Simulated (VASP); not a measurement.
# Mg16O in VASP: a series of runs

Mg16O is run at these levels: PBE; tasks: single point.

All numbers are computed with VASP 6.6.1; they aren't measurements. Logs are shortened: lines on timing, memory, paths and dates and some standing lists are left out, and cuts for length are marked.

## (1) The cell of the first run

The cell holds a slab with vacuum, 17 atoms: a = 6.420 Å, b = 6.420 Å, c = 24.715 Å, α = 90.00°, β = 90.00°, γ = 120.00°.

## (2) Single point, PBE

Contents of INCAR:

```
ALGO     = Normal         # electronic algorithm
DIPOL    = 0.5 0.5 0.332
EDIFF    = 1E-7           # SCF threshold, eV
ENCUT    = 520            # plane-wave cutoff, eV
GGA      = PE             # functional
IDIPOL   = 3            
ISIF     = 2              # what is computed and relaxed
ISMEAR   = 0              # smearing method
LASPH    = True           # aspherical terms in the spheres
LCHARG   = False          # write CHGCAR
LDIPOL   = True         
LREAL    = Auto         
LWAVE    = False          # write WAVECAR
NBANDS   = 33             # bands
NELM     = 80             # most SCF steps
PREC     = Accurate       # precision mode
SIGMA    = 0.1            # smearing width, eV
```

Contents of KPOINTS:

```
k-points
0
Gamma
  6 6 1
```

Contents of POSCAR:

```
Mg16O
1.0
    6.4201385705      0.0000000000      0.0000000000
   -3.2100692852      5.5600030979      0.0000000000
    0.0000000000      0.0000000000     24.7147783802
Mg O
16 1
Direct
    0.3333333333      0.1666666667      0.1618464847
    0.3333333333      0.6666666667      0.1618464847
    0.8333333333      0.1666666667      0.1618464847
    0.8333333333      0.6666666667      0.1618464847
    0.1666666667      0.3333333333      0.2657906286
    0.1666666667      0.8333333333      0.2657906286
    0.6666666667      0.3333333333      0.2657906286
    0.6666666667      0.8333333333      0.2657906286
    0.3333333333      0.1666666667      0.3682830748
    0.3333333333      0.6666666667      0.3682830748
    0.8333333333      0.1666666667      0.3682830748
    0.8333333333      0.6666666667      0.3682830748
    0.1666666667      0.3333333333      0.4739989249
    0.1666666667      0.8333333333      0.4739989249
    0.6666666667      0.3333333333      0.4739989249
    0.6666666667      0.8333333333      0.4739989249
    0.1666666667      0.3333333333      0.5642283401
```

Potentials or basis: VASP PAW PBE potentials, release 64 (Mg, O).

Run with:

```sh
$ cat potpaw_PBE.64/Mg/POTCAR potpaw_PBE.64/O/POTCAR > POTCAR
$ mpirun -np 1 vasp_std > vasp.out
```

OUTCAR:

```text
EDIFF = 1E-7
   ENCUT = 520
   GGA = PE
   ISIF = 2
   ISMEAR = 0
   LASPH = True
   LREAL = Auto
   NELM = 80
   PREC = Accurate

 ion  position               nearest neighbor table
   1  0.333  0.167  0.162-   5 3.17   7 3.17   6 3.17   3 3.21   3 3.21   2 3.21   2 3.21   4 3.21
                             4 3.21
   2  0.333  0.667  0.162-   6 3.17   8 3.17   5 3.17   4 3.21   4 3.21   1 3.21   1 3.21   3 3.21
                             3 3.21
   3  0.833  0.167  0.162-   7 3.17   5 3.17   8 3.17   1 3.21   1 3.21   4 3.21   4 3.21   2 3.21
                             2 3.21
   4  0.833  0.667  0.162-   8 3.17   6 3.17   7 3.17   2 3.21   2 3.21   3 3.21   3 3.21   1 3.21
                             1 3.21
   5  0.167  0.333  0.266-   9 3.14  11 3.14  10 3.14   1 3.17   3 3.17   2 3.17   7 3.21   7 3.21
                             6 3.21   6 3.21   8 3.21   8 3.21
   6  0.167  0.833  0.266-  10 3.14  12 3.14   9 3.14   2 3.17   4 3.17   1 3.17   8 3.21   8 3.21
                             5 3.21   5 3.21   7 3.21   7 3.21
   7  0.667  0.333  0.266-  11 3.14   9 3.14  12 3.14   3 3.17   1 3.17   4 3.17   5 3.21   5 3.21
                             8 3.21   8 3.21   6 3.21   6 3.21
   8  0.667  0.833  0.266-  12 3.14  10 3.14  11 3.14   4 3.17   2 3.17   3 3.17   6 3.21   6 3.21
                             7 3.21   7 3.21   5 3.21   5 3.21
   9  0.333  0.167  0.368-   5 3.14   7 3.14   6 3.14  13 3.20  15 3.20  14 3.20  11 3.21  11 3.21
                            10 3.21  10 3.21  12 3.21  12 3.21
  10  0.333  0.667  0.368-   6 3.14   8 3.14   5 3.14  14 3.20  16 3.20  13 3.20  12 3.21  12 3.21
                             9 3.21   9 3.21  11 3.21  11 3.21
  11  0.833  0.167  0.368-   7 3.14   5 3.14   8 3.14  15 3.20  13 3.20  16 3.20   9 3.21   9 3.21
                            12 3.21  12 3.21  10 3.21  10 3.21
  12  0.833  0.667  0.368-   8 3.14   6 3.14   7 3.14  16 3.20  14 3.20  15 3.20  10 3.21  10 3.21
                            11 3.21  11 3.21   9 3.21   9 3.21
  13  0.167  0.333  0.474-  17 2.23   9 3.20  11 3.20  10 3.20  15 3.21  15 3.21  14 3.21  14 3.21
                            16 3.21  16 3.21
  14  0.167  0.833  0.474-  10 3.20  12 3.20   9 3.20  16 3.21  16 3.21  13 3.21  13 3.21  15 3.21
                            15 3.21
  15  0.667  0.333  0.474-  11 3.20   9 3.20  12 3.20  13 3.21  13 3.21  16 3.21  16 3.21  14 3.21
                            14 3.21
  16  0.667  0.833  0.474-  12 3.20  10 3.20  11 3.20  14 3.21  14 3.21  15 3.21  15 3.21  13 3.21
                            13 3.21
  17  0.167  0.333  0.564-  13 2.23

  LATTYP: Found a hexagonal cell.
 ALAT       =     6.4201385705
 C/A-ratio  =     3.8495708634

  Lattice vectors:

 A1 = (   6.4201385705,   0.0000000000,   0.0000000000)
 A2 = (  -3.2100692852,   5.5600030979,   0.0000000000)
 A3 = (   0.0000000000,   0.0000000000,  24.7147783802)

Analysis of symmetry for initial positions (statically):
=====================================================================
 Subroutine PRICEL returns:
 Original cell was already a primitive cell.

 Routine SETGRP: Setting up the symmetry group for a
 hexagonal supercell.

 Subroutine GETGRP returns: Found  6 space group operations
 (whereof  2 operations were pure point group operations)
 out of a pool of 24 trial point group operations.

The static configuration has the point symmetry C_1h.
 The point group associated with its full space group is C_3v.

Analysis of symmetry for dynamics (positions and initial velocities):
=====================================================================
 Subroutine PRICEL returns:
 Original cell was already a primitive cell.

 Routine SETGRP: Setting up the symmetry group for a
 hexagonal supercell.

 Subroutine GETGRP returns: Found  6 space group operations
 (whereof  2 operations were pure point group operations)
 out of a pool of 24 trial point group operations.

The dynamic configuration has the point symmetry C_1h.
 The point group associated with its full space group is C_3v.

 Subroutine INISYM returns: Found  6 space group operations
 (whereof  2 operations are pure point group operations),
 and found     1 'primitive' translations

----------------------------------------------------------------------------------------

                                     Primitive cell

  volume of cell :     882.2185

  direct lattice vectors                    reciprocal lattice vectors
     6.420138570  0.000000000  0.000000000     0.155759878  0.089928007  0.000000000
    -3.210069285  5.560003098  0.000000000     0.000000000  0.179856015  0.000000000
[... 61 lines left out ...]

  Shift w.r.t. Gamma in fractional coordinates (k-lattice)
     0.000000000  0.000000000  0.000000000

 Subroutine IBZKPT returns following result:
 ===========================================

 Found      7 irreducible k-points:

 Following reciprocal coordinates:
            Coordinates               Weight
  0.000000  0.000000  0.000000      1.000000
  0.166667  0.000000  0.000000      6.000000
  0.333333  0.000000  0.000000      6.000000
  0.500000  0.000000  0.000000      3.000000
  0.166667  0.166667  0.000000      6.000000
  0.333333  0.166667  0.000000     12.000000
  0.333333  0.333333  0.000000      2.000000
   k-points           NKPTS =      7   k-points in BZ     NKDIM =      7   number of bands    NBANDS=     33
   number of dos      NEDOS =    301   number of ions     NIONS =     17
   total plane-waves  NPLWV = 442368
   dimension x,y,z NGX =    48 NGY =   48 NGZ =  192
   dimension x,y,z NGXF=    96 NGYF=   96 NGZF=  384
   ions per type =              16   1
   NGX,Y,Z   is equivalent  to a cutoff of  12.43, 12.43, 12.92 a.u.
   NGXF,Y,Z  is equivalent  to a cutoff of  24.86, 24.86, 25.83 a.u.
 SYSTEM =  unknown system
   PREC   = accura    normal or accurate (medium, high low for compatibility)
   ISTART =      0    job   : 0-new  1-cont  2-samecut
   ICHARG =      2    charge: 1-file 2-atom 10-const
   ISPIN  =      1    spin polarized calculation?
   LNONCOLLINEAR =      F non collinear calculations
   LSORBIT =      F    spin-orbit coupling
   LASPH  =      T    aspherical Exc in radial PAW
   ENCUT  =  520.0 eV  38.22 Ry    6.18 a.u.  11.94 11.94 45.95*2*pi/ulx,y,z
   NELM   =     80;   NELMIN=  2; NELMDL= -5     # of ELM steps
   EDIFF  = 0.1E-06   stopping-criterion for ELM
   LREAL  =      T    real-space projection
   EDIFFG = 0.1E-05   stopping-criterion for IOM
   NSW    =      0    number of steps for IOM
   IBRION =     -1    ionic relax: 0-MD 1-quasi-New 2-CG
   NFREE  =      0    steps in history (QN), initial steepest desc. (CG)
   ISIF   =      2    stress and relaxation
   ISYM   =      2    0-nonsym 1-usesym 2-fastsym
   POTIM  = 0.5000    time-step for ionic-motion
   TEBEG  =    0.0;   TEEND  =   0.0 temperature during run
   PSTRESS=    0.0 pullay stress
   NELECT =      38.0000    total number of electrons
   NUPDOWN=      -1.0000    fix difference up-down
   EMIN   =  10.00;   EMAX   =-10.00  energy-range for DOS
   EFERMI =   0.00;   METHOD = LEGACY
   ISMEAR =     0;   SIGMA  =   0.10  broadening in eV -4-tet -1-fermi 0-gaus
   EFERMI_NEDOS =   21; number of points for ismear=-14 and -15
   IALGO  =     38    algorithm
   IMIX   =      4    mixing-type and parameters
     AMIX     =   0.40;   BMIX     =  1.00
     AMIX_MAG =   1.60;   BMIX_MAG =  1.00
  volume/ion in A,a.u.               =      51.90       350.21
  Fermi-wavevector in a.u.,A,eV,Ry     =   0.573866  1.084450  4.480703  0.329322
  Thomas-Fermi vector in A             =   1.615322
   LORBIT       =      0    0 simple, 1 ext, 2 COOP (PROOUT), +10 PAW based schemes
   GGA     = PE    functional components
   LHFCALC =     F    Hartree Fock is set to
   AEXX    =    0.0000 exact exchange contribution
   IVDW    =     0    specifies the selected vdW correction
   LEPSILON=     F    determine dielectric tensor
   LRPA    =     F    only Hartree local field effects (RPA)
 non-spin polarized calculation
 Gauss-broadening in eV      SIGMA  =   0.10
  energy-cutoff  :      520.00
  volume of cell :      882.22
 maximum number of plane-waves:     23826
 NGX is ok and might be reduce to    48
   NGX = 23   NGY = 23   NGZ = 91

 dipolmoment           0.000000      0.000000     -0.400878 electrons x Angstroem

 number of electron      38.0000001 magnetization

 dipolmoment           0.000000      0.000000      0.569840 electrons x Angstroem

 Free energy of the ion-electron system (eV)
  ---------------------------------------------------
  ext. energy  EPLUGINS =         0.00000000
  ---------------------------------------------------
  free energy    TOTEN  =       -26.03521695 eV

  energy without entropy =      -25.98664502  energy(sigma->0) =      -26.01093098

 E-fermi :  -1.7568     XC(G=0):  -4.3398

 val. band max:       -1.8352881090   @ k =   0.1667   0.1667   0.0000
 cond. band min:      -1.7286138204   @ k =   0.3333   0.0000   0.0000
 fundamental gap:      0.1066742886
 Fermi energy:        -1.7568274869

 k-point     1 :       0.0000    0.0000    0.0000
  band No.  band energies     occupation
      1     -16.7817      2.00000
      2      -8.4100      2.00000
      3      -7.5465      2.00000
      4      -6.2155      2.00000
      5      -4.3480      2.00000
      6      -3.6892      2.00000
[... 227 lines left out ...]
     30       1.2201      0.00000
     31       1.4882      0.00000
 [bands above 31 left out]

------------------------ aborting loop because EDIFF is reached ----------------------------------------

 vacuum level on the upper side and lower side of the slab       (xc-potential included)         1.394        -1.436

  FORCE on cell =-STRESS in cart. coord.  units (eV):
  Direction    XX          YY          ZZ          XY          YZ          ZX
  --------------------------------------------------------------------------------------
  -------------------------------------------------------------------------------------
  Total       -3.8907720     -3.8907720     -5.8184435     -0.0000000      0.0000000      0.0000000
  in kB       -7.0659443     -7.0659443    -10.5667455     -0.0000000      0.0000000      0.0000000
  external PRESSURE =      -8.2328780 kB  Pullay stress =       0.0000000 kB

 VOLUME and BASIS-vectors are now :
 -----------------------------------------------------------------------------
  energy-cutoff  :      520.00
  volume of cell :      882.22
      direct lattice vectors                 reciprocal lattice vectors
     6.420138570  0.000000000  0.000000000     0.155759878  0.089928007  0.000000000
    -3.210069285  5.560003098  0.000000000     0.000000000  0.179856015  0.000000000
     0.000000000  0.000000000 24.714778380     0.000000000  0.000000000  0.040461621

 POSITION                                       TOTAL-FORCE (eV/Angst)
 -----------------------------------------------------------------------------------
      1.60503      0.92667      4.00000        -0.008879      0.005126     -0.059734
     -0.00000      3.70667      4.00000        -0.000000     -0.010253     -0.059734
      4.81510      0.92667      4.00000         0.008879      0.005126     -0.059734
      3.21007      3.70667      4.00000        -0.000000      0.000000     -0.071909
      0.00000      1.85333      6.56896        -0.000000      0.000000     -0.013101
     -1.60503      4.63334      6.56896        -0.004816     -0.002781     -0.005543
[... 9 lines left out ...]
      1.60503      4.63334     11.71478        -0.018405      0.010626      0.267844
      0.00000      1.85333     13.94478        -0.000000      0.000000     -3.132353
 -----------------------------------------------------------------------------------
    total drift:                                0.000000     -0.000000      0.007257

  FREE ENERGIE OF THE ION-ELECTRON SYSTEM (eV)
  ---------------------------------------------------
  free  energy   TOTEN  =       -26.0352169467 eV

  energy  without entropy=      -25.9866450205  energy(sigma->0) =      -26.01093098

 vacuum level on the upper side and lower side of the slab         4.818         1.926
```

Run time: 7.9 min. Hardware: 1 thread of Intel Xeon 6975P-C (Granite Rapids), shared host; peak memory 0.85 GiB.

What came out:

- Free energy: -26.0352 eV
- Largest force: 3.132 eV/Å
- Band gap on the k mesh: zero (bands 19 and 20 overlap by 0.90 eV)

Forces in eV/Å, atoms in the order of the input:
```
Mg  -0.009  0.005 -0.060
Mg   0.000 -0.010 -0.060
Mg   0.009  0.005 -0.060
Mg   0.000  0.000 -0.072
Mg   0.000  0.000 -0.013
Mg  -0.005 -0.003 -0.006
Mg   0.000  0.006 -0.006
Mg   0.005 -0.003 -0.006
Mg  -0.025  0.015  0.086
Mg   0.000 -0.029  0.086
Mg   0.025  0.015  0.086
Mg   0.000  0.000  0.112
Mg   0.000  0.000  2.238
Mg   0.018  0.011  0.268
Mg   0.000 -0.021  0.268
Mg  -0.018  0.011  0.268
O    0.000  0.000 -3.132
```

Levels at points of the mesh, in eV from the Fermi level:
```tsv
k point	band 17	band 18	band 19	band 20	band 21	band 22
(0.00, 0.00, 0.00)	-1.12	-0.97	-0.48	-0.38	-0.38	0.23
(0.50, 0.00, 0.00)	-0.41	-0.32	0.51	0.54	0.80	0.88
```

## (3) Single point, PBE

Contents of INCAR:

```
ALGO = Normal
DIPOL = 0.5 0.5 0.334
EDIFF = 1E-6
ENCUT = 520
GGA = PE
IDIPOL = 3
ISIF = 2
ISMEAR = 0
LASPH = T
LCHARG = F
LDIPOL = T
LREAL = Auto
LWAVE = F
NBANDS = 33
NELM = 100
PREC = Accurate
SIGMA = 0.1
```

KPOINTS is that of step 2.

POSCAR, as its differences from that of step 2:

```diff
@@ -24,2 +24,2 @@
     0.6666666667      0.8333333333      0.4739989249
-    0.1666666667      0.3333333333      0.5642283401
+    0.1666666667      0.3333333333      0.6006437991
```

Potentials or basis: VASP PAW PBE potentials, release 64 (Mg, O).

Run with:

```sh
$ cat potpaw_PBE.64/Mg/POTCAR potpaw_PBE.64/O/POTCAR > POTCAR
$ mpirun -np 1 vasp_std > vasp.out
```

It took 8.4 min on 1 thread of Intel Xeon 6975P-C (Granite Rapids), shared host; peak memory 0.86 GiB.

It converged, with:

- Free energy: -23.7396 eV
- Largest force: 1.701 eV/Å
- Band gap on the k mesh: zero (bands 19 and 20 overlap by 0.49 eV)

Forces on the atoms (eV/Å):
```
Mg  -0.019  0.011 -0.078
Mg   0.000 -0.022 -0.078
Mg   0.019  0.011 -0.078
Mg   0.000  0.000 -0.075
Mg   0.000  0.000  0.006
Mg  -0.006 -0.004 -0.017
Mg   0.000  0.007 -0.017
Mg   0.006 -0.004 -0.017
Mg  -0.010  0.006  0.083
Mg   0.000 -0.012  0.083
Mg   0.010  0.006  0.083
Mg   0.000  0.000  0.072
Mg   0.000  0.000  1.119
Mg   0.010  0.006  0.205
Mg   0.000 -0.012  0.205
Mg  -0.010  0.006  0.205
O    0.000  0.000 -1.701
```

Levels at points of the mesh, in eV from the Fermi level:
| k point | band 17 | band 18 | band 19 | band 20 | band 21 | band 22 |
| --- | --- | --- | --- | --- | --- | --- |
| (0.00, 0.00, 0.00) | -1.09 | -0.87 | -0.23 | -0.09 | -0.09 | 0.23 |
| (0.50, 0.00, 0.00) | -0.13 | -0.08 | 0.40 | 0.49 | 0.67 | 0.70 |

## (4) Single point, PBE

Contents of INCAR:

```
SYSTEM = Mg16O
PREC     = Accurate       ! precision mode
ENCUT    = 520            ! plane-wave cutoff, eV
EDIFF    = 1E-6           ! SCF threshold, eV
ISMEAR   = 0              ! smearing method
SIGMA    = 0.1            ! smearing width, eV
LREAL    = Auto         
LASPH    = .TRUE.         ! aspherical terms in the spheres
NELM     = 80             ! most SCF steps
ALGO     = Normal         ! electronic algorithm
ISIF     = 2              ! what is computed and relaxed
LWAVE    = .FALSE.        ! write WAVECAR
LCHARG   = .TRUE.         ! write CHGCAR
LDIPOL   = .TRUE.       
IDIPOL   = 3            
DIPOL    = 0.5 0.5 0.328
GGA      = PE             ! functional
LELF     = .TRUE.         ! ELF
LVHAR    = .TRUE.       
LVACPOTAV= .TRUE.       
NBANDS   = 33             ! bands
```

Contents of KPOINTS:

```
Automatic mesh
0
G
  6 6 1
  0 0 0
```

POSCAR, as its differences from that of step 3:

```diff
@@ -24,2 +24,2 @@
     0.6666666667      0.8333333333      0.4739989249
-    0.1666666667      0.3333333333      0.6006437991
+    0.5000000000      0.0000000000      0.4938251192
```

Run with:

```sh
$ cat potpaw_PBE.64/Mg/POTCAR potpaw_PBE.64/O/POTCAR > POTCAR
$ mpirun -np 1 vasp_std > vasp.out
```

Run time: 6.6 min. Hardware: 1 thread of Intel Xeon 6975P-C (Granite Rapids), shared host; peak memory 0.86 GiB.

It converged, with:

* Free energy: -30.3941 eV
* Largest force: 0.236 eV/Å
* Band gap on the k mesh: zero (bands 19 and 20 overlap by 0.91 eV)

Forces on the atoms (eV/Å):
```
Mg   0.030 -0.017 -0.039
Mg   0.000  0.034 -0.039
Mg  -0.030 -0.017 -0.039
Mg   0.000  0.000 -0.035
Mg   0.000  0.000 -0.009
Mg   0.012  0.007 -0.047
Mg   0.000 -0.013 -0.047
Mg  -0.012  0.007 -0.047
Mg  -0.065  0.037 -0.068
Mg   0.000 -0.075 -0.068
Mg   0.065  0.037 -0.068
Mg   0.000  0.000  0.148
Mg   0.000  0.000 -0.228
Mg  -0.057 -0.033  0.116
Mg   0.000  0.065  0.116
Mg   0.057 -0.033  0.116
O    0.000  0.000  0.236
```

Levels at points of the mesh, in eV from the Fermi level:
```
           k point  band 15  band 16  band 17  band 18  band 19  band 20  band 21  band 22  band 23  band 24
(0.00, 0.00, 0.00)    -1.09    -1.09    -1.05    -0.66    -0.66    -0.62    -0.49     0.26     0.26     0.36
(0.50, 0.00, 0.00)    -1.27    -1.20    -0.54    -0.23     0.29     0.50     0.84     1.17     1.61     1.67
```

(Continued in part 2 of 2.)

The gap in the log of VASP goes by the Fermi energy; the results here count the filled bands.